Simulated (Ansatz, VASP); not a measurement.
**Mg in VASP and in Ansatz**

File INCAR:

```
PREC = Accurate
ENCUT = 520
EDIFF = 1E-6
ISMEAR = -1
SIGMA = 0.1
LREAL = F
LASPH = T
NELM = 80
ALGO = Normal
ISIF = 2
LWAVE = F
LCHARG = F
GGA = B5
ALDAX = 1.0
AGGAX = 1.0
AGGAC = 1.0
ALDAC = 0.0
NBANDS = 10
```

KPOINTS

```
regular mesh
0
Gamma
  8 8 11
```

Contents of POSCAR:

```
Mg
1.0
    5.0019894552      0.0000000000      0.0000000000
   -2.5009947276      4.3318499377      0.0000000000
    0.0000000000      0.0000000000      3.0502874927
Mg
3
Direct
    1.0000000000      1.0000000000      0.0000000000
    0.3333333333      0.6666666667      0.5000000000
    0.6666666667      0.3333333333      0.5000000000
```

Input for Ansatz:

```yaml
crystal:
  lattice:
    - [5.0019894552, 0.0, 0.0]
    - [-2.5009947276, 4.3318499377, 0.0]
    - [0.0, 0.0, 3.0502874927]
  atoms:
    - { symbol: Mg, position: [1.0, 1.0, 0.0] }
    - { symbol: Mg, position: [0.3333333333, 0.6666666667, 0.5] }
    - { symbol: Mg, position: [0.6666666667, 0.3333333333, 0.5] }
hamiltonian:
  xc: blyp
  pseudopotentials:
    kind: paw
    azcp:
      Mg: "pseudopotentials/Mg.paw.azcp"
basis:
  ecutwfc: 420
  fft_grid_basis: typed
kpoints:
  mp_grid: { grid: [8, 8, 11], shift: [0, 0, 0] }
magnetization:
  spin_polarized: false
scf:
  occupations: { method: fermi_dirac, width: 0.1 }
  lower_state_search: "off"
output:
  stress: true
```

Alike in both runs: task single point; functional BLYP; k mesh 8 × 8 × 11; occupations fermi-dirac, width 0.1 eV; no spin polarisation.

```csv
,VASP,Ansatz
version,VASP 6.6.1,Ansatz 0.2.0
potentials or method,"VASP PAW PBE potentials, release 64 (Mg), cutoff 520 eV","plane waves (420 eV) with PAW, scalar-relativistic"
valence electrons in the cell,6,30
```

```tsv
	VASP	Ansatz	Ansatz less VASP
pressure (GPa)	2.8	2.8	+0.03
traceless stress, the component that is largest in VASP (GPa)	0.06	0.07	+0.008
```

VASP's potentials were made for PBE, not for BLYP. VASP's potentials hold 6 valence electrons a cell and Ansatz's 30, so a difference there can come from the potentials and not from the codes.
